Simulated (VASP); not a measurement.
Wanted: the native input for a VASP 6.6.1 run.

```yaml
Task: single point
Functional: PBEsol
Potentials_or_basis: VASP PAW PBE potentials, release 64 (Ge_d)
Cutoff: 520 eV
k_mesh: 11 × 11 × 6
Occupations: fermi-dirac, width 0.05 eV
Spin: no spin polarisation
Dipole_correction: no
Further_INCAR_settings: ALGO = Normal; EDIFF = 1e-06; NBANDS = 36
```

The structure of Ge lies in POSCAR:

```
Ge
1.0
    3.9842158910      0.0000000000      0.0000000000
   -1.9921079455      3.4504321757      0.0000000000
    0.0000000000      0.0000000000      6.5773062870
Ge
4
Direct
    0.6666666667      0.3333333333      0.0629012500
    0.3333333333      0.6666666667      0.5629012500
    0.6666666667      0.3333333333      0.4370987500
    0.3333333333      0.6666666667      0.9370987500
```

This cell differs from its parent crystal: volume scaled by 0.99.

One way to write it, as run:

INCAR

```
SYSTEM = Ge
PREC = Accurate
ENCUT = 520
EDIFF = 1E-6
ISMEAR = -1
SIGMA = 0.05
LREAL = .FALSE.
LASPH = .TRUE.
NELM = 60
ALGO = Normal
ISIF = 2
LWAVE = .FALSE.
LCHARG = .FALSE.
GGA = PS
NBANDS = 36
```

KPOINTS

```
regular mesh
0
G
  11 11 6
  0 0 0
```

Potentials or basis: VASP PAW PBE potentials, release 64 (Ge_d).

The run is started by

```bash
$ cat potpaw_PBE.64/Ge_d/POTCAR > POTCAR
$ mpirun -np 1 vasp_std > vasp.out
```

It gave:

| Property | Result |
| --- | --- |
| Pressure | 0.5 GPa |
| Band gap on the k mesh | zero (band 28 reaches 4.98 eV, above the bottom of band 29 at 4.91 eV) |

Caveat: the PAW data sets were made with another functional, which shifts forces and pressure a little.

It took 2.7 min on 1 thread of Intel(R) Xeon(R) Platinum 8488C (Sapphire Rapids), with other jobs on the host, peak memory 0.29 GiB.
